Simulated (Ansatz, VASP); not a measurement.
# Two plane-wave programs on Sb

```
Sb
1.0
     3.24533    0.00003   -0.00330
    -1.62264    2.81092   -0.00031
    -0.00543   -0.00372    6.09647
Sb
2
Cartesian
  -0.8127 1.4045 1.5240
  2.4300 1.4027 4.5689
```

Change from the starting cell: atom 1 moved 0.75 Å; relaxed back.

Alike in both runs: functional PBEsol; k mesh 12 × 12 × 6; occupations gaussian, width 0.15 eV; no spin polarisation.

Ansatz relaxed the structure, and its values are those at the end. VASP's run is a single point on that final structure, the one shown.

```csv
,VASP,Ansatz
version,VASP 6.6.1,Ansatz 0.2.0
potentials or method,"VASP PAW PBE potentials, release 64 (Sb), cutoff 520 eV","scalar-relativistic, plane waves, PAW"
valence electrons in the cell,10,30
```

VASP gave:

| Item | Value |
| --- | --- |
| gap on the k mesh at the Fermi level (eV) | none |
| pressure (GPa) | 0.1 |

**Question.** Which values does Ansatz return?

**Answer.** gap on the k mesh at the Fermi level (eV): none; pressure (GPa): 0.0.

VASP's potentials were made for PBE, not for PBEsol. A gap of «none» marks a metal or a gap that the smearing closes. VASP's potentials hold 10 valence electrons a cell and Ansatz's 30, so a difference there can come from the potentials and not from the codes.

Neither program's run includes spin-orbit coupling.
